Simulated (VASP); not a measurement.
# Na2Zr (Fm-3m) in VASP: notebook

The runs below take Na2Zr through single point, relaxation of cell and atoms, with PBE.

All numbers are computed with VASP 6.6.1; they aren't measurements. Logs are shortened: lines on timing, memory, paths and dates and some standing lists are left out, and cuts for length are marked.

## 1. The cell of the first run

The structure is cubic, space group Fm-3m (No. 225). The conventional cell has a = 6.090 Å, b = 6.090 Å, c = 6.090 Å, α = 90.00°, β = 90.00°, γ = 90.00°. Within 3.5 Å of Na (site symmetry -43m) lie 4 Zr at 2.64 Å and 6 Na at 3.04 Å. Within 3.5 Å of Zr (site symmetry m-3m) lie 8 Na at 2.64 Å.

## 2. Single point, PBE

Input file INCAR:

```
SYSTEM = Na2Zr
PREC = Accurate
ENCUT = 520
EDIFF = 1E-7
ISMEAR = 0
SIGMA = 0.1
LREAL = .FALSE.
LASPH = .TRUE.
NELM = 80
ALGO = Normal
ISIF = 2
LWAVE = .FALSE.
LCHARG = .FALSE.
GGA = PE
NBANDS = 20
```

Input file KPOINTS:

```
regular mesh
0
G
  6 6 6
  0 0 0
```

Input file POSCAR:

```
Na2Zr
1.0
    0.0000000000      3.0448411002      3.0448411002
    3.0448411002      0.0000000000      3.0448411002
    3.0448411002      3.0448411002      0.0000000000
Na Zr
2 1
Direct
    0.2500000000      0.2500000000      0.2500000000
    0.7500000000      0.7500000000      0.7500000000
    0.0000000000      0.0000000000      0.0000000000
```

Potentials or basis: VASP PAW PBE potentials, release 64 (Na_pv, Zr_sv).

Run with:

```
> cat potpaw_PBE.64/Na_pv/POTCAR potpaw_PBE.64/Zr_sv/POTCAR > POTCAR
> mpirun -np 1 vasp_std > vasp.out
```

OUTCAR:

```text
SYSTEM = Na2Zr
   PREC = Accurate
   ENCUT = 520
   EDIFF = 1E-7
   ISMEAR = 0
   LREAL = .FALSE.
   LASPH = .TRUE.
   NELM = 80
   ISIF = 2
   GGA = PE

 ion  position               nearest neighbor table
   1  0.250  0.250  0.250-   3 2.64   3 2.64   3 2.64   3 2.64
   2  0.750  0.750  0.750-   3 2.64   3 2.64   3 2.64   3 2.64
   3  0.000  0.000  0.000-   1 2.64   2 2.64   2 2.64   2 2.64   2 2.64   1 2.64   1 2.64   1 2.64

  LATTYP: Found a face centered cubic cell.
 ALAT       =     6.0896822004

  Lattice vectors:

 A1 = (   0.0000000000,   3.0448411002,   3.0448411002)
 A2 = (   3.0448411002,   0.0000000000,   3.0448411002)
 A3 = (   3.0448411002,   3.0448411002,   0.0000000000)

Analysis of symmetry for initial positions (statically):
=====================================================================
 Subroutine PRICEL returns:
 Original cell was already a primitive cell.

 Routine SETGRP: Setting up the symmetry group for a
 face centered cubic supercell.

 Subroutine GETGRP returns: Found 48 space group operations
 (whereof 48 operations were pure point group operations)
 out of a pool of 48 trial point group operations.

The static configuration has the point symmetry O_h .

Analysis of symmetry for dynamics (positions and initial velocities):
=====================================================================
 Subroutine PRICEL returns:
 Original cell was already a primitive cell.

 Routine SETGRP: Setting up the symmetry group for a
 face centered cubic supercell.

 Subroutine GETGRP returns: Found 48 space group operations
 (whereof 48 operations were pure point group operations)
 out of a pool of 48 trial point group operations.

The dynamic configuration has the point symmetry O_h .

 Subroutine INISYM returns: Found 48 space group operations
 (whereof 48 operations are pure point group operations),
 and found     1 'primitive' translations

----------------------------------------------------------------------------------------

                                     Primitive cell

  volume of cell :      56.4578

  direct lattice vectors                    reciprocal lattice vectors
     0.000000000  3.044841100  3.044841100    -0.164212182  0.164212182  0.164212182
     3.044841100  0.000000000  3.044841100     0.164212182 -0.164212182  0.164212182
     3.044841100  3.044841100  0.000000000     0.164212182  0.164212182 -0.164212182

  length of vectors
     4.306055579  4.306055579  4.306055579     0.284423842  0.284423842  0.284423842

  position of ions in fractional coordinates (direct lattice)
     0.250000000  0.250000000  0.250000000
     0.750000000  0.750000000  0.750000000
     0.000000000  0.000000000  0.000000000

  ion indices of the primitive-cell ions
   primitive index   ion index
                 1           1
                 2           2
                 3           3

----------------------------------------------------------------------------------------

 KPOINTS: regular mesh

Automatic generation of k-mesh.
 Grid dimensions read from file:
 generate k-points for:    6    6    6

 Generating k-lattice:

  Cartesian coordinates                     Fractional coordinates (reciprocal lattice)
    -0.027368697  0.027368697  0.027368697     0.166666667  0.000000000  0.000000000
     0.027368697 -0.027368697  0.027368697     0.000000000  0.166666667  0.000000000
     0.027368697  0.027368697 -0.027368697     0.000000000  0.000000000  0.166666667

  Length of vectors
     0.047403974  0.047403974  0.047403974

  Shift w.r.t. Gamma in fractional coordinates (k-lattice)
     0.000000000  0.000000000  0.000000000

 Subroutine IBZKPT returns following result:
 ===========================================

 Found     16 irreducible k-points:

 Following reciprocal coordinates:
            Coordinates               Weight
  0.000000  0.000000  0.000000      1.000000
  0.166667  0.000000  0.000000      8.000000
  0.333333  0.000000  0.000000      8.000000
  0.500000  0.000000  0.000000      4.000000
  0.166667  0.166667  0.000000      6.000000
  0.333333  0.166667  0.000000     24.000000
[... 8 lines left out ...]
 -0.333333  0.333333  0.166667     24.000000
 -0.333333  0.500000  0.166667     12.000000
   k-points           NKPTS =     16   k-points in BZ     NKDIM =     16   number of bands    NBANDS=     20
   number of dos      NEDOS =    301   number of ions     NIONS =      3
   total plane-waves  NPLWV =  32768
   dimension x,y,z NGX =    32 NGY =   32 NGZ =   32
   dimension x,y,z NGXF=    64 NGYF=   64 NGZF=   64
   ions per type =               2   1
   NGX,Y,Z   is equivalent  to a cutoff of  12.35, 12.35, 12.35 a.u.
   NGXF,Y,Z  is equivalent  to a cutoff of  24.71, 24.71, 24.71 a.u.
 SYSTEM =  Na2Zr
   PREC   = accura    normal or accurate (medium, high low for compatibility)
   ISTART =      0    job   : 0-new  1-cont  2-samecut
   ICHARG =      2    charge: 1-file 2-atom 10-const
   ISPIN  =      1    spin polarized calculation?
   LNONCOLLINEAR =      F non collinear calculations
   LSORBIT =      F    spin-orbit coupling
   LASPH  =      T    aspherical Exc in radial PAW
   ENCUT  =  520.0 eV  38.22 Ry    6.18 a.u.   8.01  8.01  8.01*2*pi/ulx,y,z
   NELM   =     80;   NELMIN=  2; NELMDL= -5     # of ELM steps
   EDIFF  = 0.1E-06   stopping-criterion for ELM
   LREAL  =      F    real-space projection
   EDIFFG = 0.1E-05   stopping-criterion for IOM
   NSW    =      0    number of steps for IOM
   IBRION =     -1    ionic relax: 0-MD 1-quasi-New 2-CG
   NFREE  =      0    steps in history (QN), initial steepest desc. (CG)
   ISIF   =      2    stress and relaxation
   ISYM   =      2    0-nonsym 1-usesym 2-fastsym
   POTIM  = 0.5000    time-step for ionic-motion
   TEBEG  =    0.0;   TEEND  =   0.0 temperature during run
   PSTRESS=    0.0 pullay stress
   NELECT =      26.0000    total number of electrons
   NUPDOWN=      -1.0000    fix difference up-down
   EMIN   =  10.00;   EMAX   =-10.00  energy-range for DOS
   EFERMI =   0.00;   METHOD = LEGACY
   ISMEAR =     0;   SIGMA  =   0.10  broadening in eV -4-tet -1-fermi 0-gaus
   EFERMI_NEDOS =   21; number of points for ismear=-14 and -15
   IALGO  =     38    algorithm
   IMIX   =      4    mixing-type and parameters
     AMIX     =   0.40;   BMIX     =  1.00
     AMIX_MAG =   1.60;   BMIX_MAG =  1.00
  volume/ion in A,a.u.               =      18.82       127.00
  Fermi-wavevector in a.u.,A,eV,Ry     =   1.264226  2.389040 21.745741  1.598267
  Thomas-Fermi vector in A             =   2.397542
   LORBIT       =      0    0 simple, 1 ext, 2 COOP (PROOUT), +10 PAW based schemes
   GGA     = PE    functional components
   LHFCALC =     F    Hartree Fock is set to
   AEXX    =    0.0000 exact exchange contribution
   IVDW    =     0    specifies the selected vdW correction
   LEPSILON=     F    determine dielectric tensor
   LRPA    =     F    only Hartree local field effects (RPA)
 non-spin polarized calculation
 Gauss-broadening in eV      SIGMA  =   0.10
  energy-cutoff  :      520.00
  volume of cell :       56.46
 maximum number of plane-waves:      1536
   NGX = 17   NGY = 17   NGZ = 17

 number of electron      25.9999987 magnetization

 Free energy of the ion-electron system (eV)
  ---------------------------------------------------
  ext. energy  EPLUGINS =         0.00000000
  ---------------------------------------------------
  free energy    TOTEN  =        -3.99130304 eV

  energy without entropy =       -3.97741284  energy(sigma->0) =       -3.98435794

 E-fermi :   5.4866     XC(G=0):  -9.8438

 val. band max:        5.4772476737   @ k =   0.0000   0.0000   0.0000
 cond. band min:       5.5510606299   @ k =   0.1667   0.0000   0.0000
 fundamental gap:      0.0738129562
 Fermi energy:         5.4866208183

 k-point     1 :       0.0000    0.0000    0.0000
  band No.  band energies     occupation
      1     -43.6486      2.00000
      2     -21.8280      2.00000
      3     -21.8280      2.00000
      4     -21.8280      2.00000
      5     -18.9005      2.00000
      6     -18.9005      2.00000
[... 12 lines left out ...]
     19      12.0532      0.00000
     20      16.1032      0.00000

 k-point     2 :       0.1667    0.0000    0.0000
  band No.  band energies     occupation
      1     -43.6485      2.00000
      2     -21.8394      2.00000
      3     -21.8356      2.00000
      4     -21.8356      2.00000
      5     -18.8867      2.00000
      6     -18.8867      2.00000
[... 12 lines left out ...]
     19      12.3214      0.00000
     20      15.1542      0.00000

 k-point     3 :       0.3333    0.0000    0.0000
  band No.  band energies     occupation
      1     -43.6483      2.00000
      2     -21.8616      2.00000
      3     -21.8506      2.00000
      4     -21.8506      2.00000
      5     -18.8564      2.00000
      6     -18.8564      2.00000
[... 12 lines left out ...]
     19      12.0764      0.00000
     20      13.5645      0.00000

 k-point     4 :       0.5000    0.0000    0.0000
  band No.  band energies     occupation
      1     -43.6482      2.00000
      2     -21.8724      2.00000
      3     -21.8580      2.00000
      4     -21.8580      2.00000
      5     -18.8385      2.00000
      6     -18.8385      2.00000
[... 12 lines left out ...]
     19      11.5359      0.00000
     20      12.9496      0.00000

 k-point     5 :       0.1667    0.1667    0.0000
  band No.  band energies     occupation
      1     -43.6485      2.00000
      2     -21.8456      2.00000
      3     -21.8456      2.00000
      4     -21.8282      2.00000
      5     -18.8812      2.00000
      6     -18.8812      2.00000
[... 12 lines left out ...]
     19      11.4625      0.00000
     20      14.4939      0.00000
[... 169 lines left out ...]
      6     -18.7901      2.00000
[... 12 lines left out ...]
     19       8.8882      0.00000
     20      12.6708      0.00000

 k-point    14 :       0.5000    0.3333    0.1667
  band No.  band energies     occupation
      1     -43.6482      2.00000
      2     -21.8813      2.00000
      3     -21.8713      2.00000
      4     -21.8451      2.00000
      5     -18.8766      2.00000
      6     -18.8291      2.00000
[... 12 lines left out ...]
     19      11.1908      0.00000
     20      13.4909      0.00000

 k-point    15 :      -0.3333    0.3333    0.1667
  band No.  band energies     occupation
      1     -43.6482      2.00000
      2     -21.8902      2.00000
      3     -21.8633      2.00000
      4     -21.8614      2.00000
      5     -18.8988      2.00000
      6     -18.8134      2.00000
[... 12 lines left out ...]
     19      10.4327      0.00000
     20      13.8487      0.00000

 k-point    16 :      -0.3333    0.5000    0.1667
  band No.  band energies     occupation
      1     -43.6481      2.00000
      2     -21.8983      2.00000
      3     -21.8801      2.00000
      4     -21.8450      2.00000
      5     -18.9197      2.00000
      6     -18.7994      2.00000
[... 12 lines left out ...]
     19       9.7275      0.00000
     20      13.8177      0.00000

------------------------ aborting loop because EDIFF is reached ----------------------------------------

  FORCE on cell =-STRESS in cart. coord.  units (eV):
  Direction    XX          YY          ZZ          XY          YZ          ZX
  --------------------------------------------------------------------------------------
  -------------------------------------------------------------------------------------
  Total       10.3339793     10.3339793     10.3339793      0.0000000      0.0000000     -0.0000000
  in kB      293.2609747    293.2609747    293.2609747      0.0000000      0.0000000     -0.0000000
  external PRESSURE =     293.2609747 kB  Pullay stress =       0.0000000 kB

 VOLUME and BASIS-vectors are now :
 -----------------------------------------------------------------------------
  energy-cutoff  :      520.00
  volume of cell :       56.46
      direct lattice vectors                 reciprocal lattice vectors
     0.000000000  3.044841100  3.044841100    -0.164212182  0.164212182  0.164212182
     3.044841100  0.000000000  3.044841100     0.164212182 -0.164212182  0.164212182
     3.044841100  3.044841100  0.000000000     0.164212182  0.164212182 -0.164212182

 POSITION                                       TOTAL-FORCE (eV/Angst)
 -----------------------------------------------------------------------------------
      1.52242      1.52242      1.52242         0.000000      0.000000      0.000000
      4.56726      4.56726      4.56726        -0.000000     -0.000000     -0.000000
      0.00000      0.00000      0.00000         0.000000     -0.000000      0.000000
 -----------------------------------------------------------------------------------
    total drift:                                0.000000     -0.000000      0.000000

  FREE ENERGIE OF THE ION-ELECTRON SYSTEM (eV)
  ---------------------------------------------------
  free  energy   TOTEN  =        -3.9913030359 eV

  energy  without entropy=       -3.9774128421  energy(sigma->0) =       -3.98435794
```

Wall time 8.9 s (1 thread of Intel Xeon 6975P-C (Granite Rapids), shared host); peak memory 0.17 GiB.

Results:

| Property | Result |
| --- | --- |
| Free energy | -3.9913 eV |
| Pressure | 29.3 GPa |
| Band gap on the k mesh | zero (bands 13 and 14 overlap by 0.35 eV) |

Caveat: the cell stands under pressure.

[end of part 1 of 2]
